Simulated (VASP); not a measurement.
**CaB5: relaxation of cell and atoms with PBE**

CaB5:

```xyz
6
Lattice="4.7052 0.0000 0.0000 -2.3526 4.0749 0.0000 0.0000 0.0000 4.3587" Properties=species:S:1:pos:R:3 pbc="T T T"
Ca    0.0000    0.0000    2.1794
B    -1.5796    2.7359    0.0000
B     3.1592    0.0000    0.0000
B     0.7730    1.3389    0.0000
B     2.3526    1.3583    2.1794
B     0.0000    2.7166    2.1794
```

The cell was built from a structure type or drawn by symmetry, and may not be a known phase.

```yaml
Program: VASP 6.6.1
Task: relaxation of cell and atoms
Functional: PBE
Potentials_or_basis: VASP PAW PBE potentials, release 64 (Ca_sv, B)
Cutoff: 600 eV
k_mesh: 6 × 6 × 4
Occupations: gaussian, width 0.1 eV
Spin: no spin polarisation
Dipole_correction: no
Further_INCAR_settings: ALGO = Normal; EDIFF = 1e-06; IBRION = 2; EDIFFG = -0.04; NSW = 90; ISIF = 3
```

```yaml
Relaxed_volume: 8.44 Å³/atom
Relaxed_cell: a = 4.474 Å, b = 4.474 Å, c = 2.921 Å, α = 90.00°, β = 90.00°, γ = 120.00°
Space_group_after_relaxing_to_0.1_Å: P6/mmm (No. 191)
Pressure_after_relaxing: 0.1 GPa
Largest_force_after_relaxing: 0.037 eV/Å
Band_gap_on_the_k_mesh: zero (an odd number of electrons rules out a gap without spin polarisation)
```

Forces in eV/Å, atoms in the order of the input:
```
Ca   0.000  0.000  0.000
B    0.019 -0.032  0.000
B   -0.037  0.000  0.000
B    0.019  0.032  0.000
B    0.000  0.000  0.000
B    0.000  0.000  0.000
```

Stress tensor (GPa, compression positive):
```
-0.01  0.00  0.00
 0.00 -0.01  0.00
 0.00  0.00  0.25
```

Final structure:
```
CELL_PARAMETERS angstrom
4.47429 0.00000 0.00000
-2.23714 3.87485 0.00000
0.00000 0.00000 2.92094
ATOMIC_POSITIONS crystal
Ca 0.00000 0.00000 0.50000
B 0.00000 0.50078 0.00000
B 0.50078 0.00000 0.00000
B 0.49922 0.49922 0.00000
B 0.66667 0.33333 0.50000
B 0.33333 0.66667 0.50000
```

Levels at points of the mesh, in eV from the Fermi level:
| k point | band 8 | band 9 | band 10 | band 11 | band 12 | band 13 | band 14 | band 15 | band 16 |
| --- | --- | --- | --- | --- | --- | --- | --- | --- | --- |
| (0.00, 0.00, 0.00) | -7.72 | -4.08 | -4.08 | -3.82 | -0.19 | 2.54 | 3.66 | 3.66 | 5.81 |
| (0.50, 0.00, 0.00) | -6.69 | -3.01 | -2.25 | -1.40 | -1.22 | -0.40 | 1.62 | 2.70 | 2.80 |
| (0.00, 0.00, 0.50) | -5.79 | -5.79 | -3.75 | -3.75 | -3.08 | -2.28 | -2.28 | 1.97 | 1.97 |
| (0.50, 0.00, 0.50) | -8.71 | -5.27 | -4.99 | -3.59 | -1.17 | 1.25 | 1.44 | 1.82 | 2.62 |

It took 7.4 min on 1 thread of Intel(R) Xeon(R) Platinum 8488C (Sapphire Rapids), with other jobs on the host, peak memory 0.26 GiB.

Caveat: the k points lie up to 0.54 Å⁻¹ apart in the final cell, too coarse for converged energies and pressures of a metal; the volume moved by over 15 % at a fixed basis, so the end points are rough.
